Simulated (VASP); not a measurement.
A run of VASP 6.6.1 is set up as follows.

Contents of INCAR:

```
SYSTEM = Ge3Pd
ALGO = Normal
EDIFF = 1E-7
ENCUT = 520
GGA = PE
ISIF = 2
ISMEAR = -1
LASPH = .True.
LCHARG = .False.
LREAL = .False.
LWAVE = .False.
NBANDS = 34
NELM = 100
PREC = Accurate
SIGMA = 0.05
```

File KPOINTS:

```
k-points
0
Gamma
  7 7 7
  0 0 0
```

File POSCAR:

```
Ge3Pd
1.0
    4.1142233503      0.0000000000      0.0000000000
    0.0000000000      4.1142233503      0.0000000000
    0.0000000000      0.0000000000      4.1142233503
Pd Ge
1 3
Direct
    0.0000000000      0.0000000000      0.0000000000
    0.5000000000      0.5000000000      0.0000000000
    0.5000000000      0.0000000000      0.5000000000
    0.0000000000      0.5000000000      0.5000000000
```

Potentials or basis: VASP PAW PBE potentials, release 64 (Pd, Ge_d).

Run with:

```sh
$ cat potpaw_PBE.64/Pd/POTCAR potpaw_PBE.64/Ge_d/POTCAR > POTCAR
$ mpirun -np 1 vasp_std > vasp.out
```

Task: Predict the pressure.

Result: 1.8 GPa.

Task: Predict the band gap on the k mesh.

Result: Zero (band 26 reaches 7.97 eV, above the bottom of band 27 at 6.37 eV).
